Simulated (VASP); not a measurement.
Here is a VASP 6.6.1 calculation.

INCAR

```
SYSTEM = SiC
  PREC = Accurate
  ENCUT = 520
  EDIFF = 1E-6
  ISMEAR = 0
  SIGMA = 0.05
  LREAL = .False.
  LASPH = .True.
  NELM = 60
  ALGO = Normal
  ISIF = 2
  LWAVE = .False.
  LCHARG = .False.
  GGA = PS
  NBANDS = 11
```

File KPOINTS:

```
regular mesh
0
Gamma
  10 10 10
  0 0 0
```

POSCAR

```
SiC
1.0
    0.0000000000      2.2328493244      2.2328493244
    2.2328493244      0.0000000000      2.2328493244
    2.2328493244      2.2328493244      0.0000000000
Si C
1 1
Direct
    0.0011779326     -0.0011779326      0.0011779326
    0.7472456717      0.7527543283      0.7472456717
```

Potentials or basis: VASP PAW PBE potentials, release 64 (Si, C).

Launch:

```sh
$ cat potpaw_PBE.64/Si/POTCAR potpaw_PBE.64/C/POTCAR > POTCAR
$ mpirun -np 1 vasp_std > vasp.out
```

Q: Estimate the band gap on the k mesh.

A: 1.21 eV, indirect (least direct gap 4.32 eV).

Q: Predict the largest force.

A: 0.285 eV/Å.

Forces on the atoms (eV/Å):
```
Si   0.000 -0.285  0.000
C    0.000  0.285  0.000
```

Caveat: the PAW data sets were made with another functional, which shifts forces and pressure a little. Expect the measured gap to be larger: semilocal functionals such as PBEsol lack the derivative discontinuity.
